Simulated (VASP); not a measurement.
Write the native input for VASP 6.6.1 that does the following.

- Task: single point
- Functional: PBEsol
- Potentials or basis: VASP PAW PBE potentials, release 64 (Pt)
- Cutoff: 500 eV
- k mesh: 6 × 6 × 6
- Occupations: gaussian, width 0.1 eV
- Spin: no spin polarisation
- Dipole correction: no
- Further INCAR settings: ALGO = Normal; EDIFF = 1e-06; NBANDS = 11

The structure of Pt lies in POSCAR:

```
Pt
1.0
    0.0000000000      1.9589238156      1.9589238156
    1.9589238156      0.0000000000      1.9589238156
    1.9589238156      1.9589238156      0.0000000000
Pt
1
Direct
    0.0000000000      0.0000000000      0.0000000000
```

The input as run:

INCAR

```
SYSTEM = Pt
PREC     = Accurate       ! precision mode
ENCUT    = 500            ! plane-wave cutoff, eV
EDIFF    = 1E-6           ! SCF threshold, eV
ISMEAR   = 0              ! smearing method
SIGMA    = 0.1            ! smearing width, eV
LREAL    = .FALSE.        ! projectors in reciprocal space
LASPH    = .TRUE.         ! aspherical terms in the spheres
NELM     = 120            ! most SCF steps
ALGO     = Normal         ! electronic algorithm
ISIF     = 2              ! what is computed and relaxed
LWAVE    = .FALSE.        ! write WAVECAR
LCHARG   = .FALSE.        ! write CHGCAR
GGA      = PS             ! functional
NBANDS   = 11             ! bands
GGA_COMPAT= .FALSE.
```

KPOINTS

```
regular mesh
0
G
  6 6 6
  0 0 0
```

Potentials or basis: VASP PAW PBE potentials, release 64 (Pt).

Command:

```console
$ cat potpaw_PBE.64/Pt/POTCAR > POTCAR
$ mpirun -np 1 vasp_std > vasp.out
```

Results of the run:

| Item | Value |
| --- | --- |
| Pressure | -3.1 GPa |
| Band gap on the k mesh | zero (band 5 reaches 11.62 eV, above the bottom of band 6 at 9.38 eV) |

Caveat: the k points lie up to 0.46 Å⁻¹ apart; the PAW data sets were made with another functional, which shifts forces and pressure a little; spin-orbit coupling is left out, which moves the levels of the heavy elements.

It took 2.2 s on 1 thread of Intel Xeon 6975P-C, with other jobs on the host, peak memory 0.13 GiB.
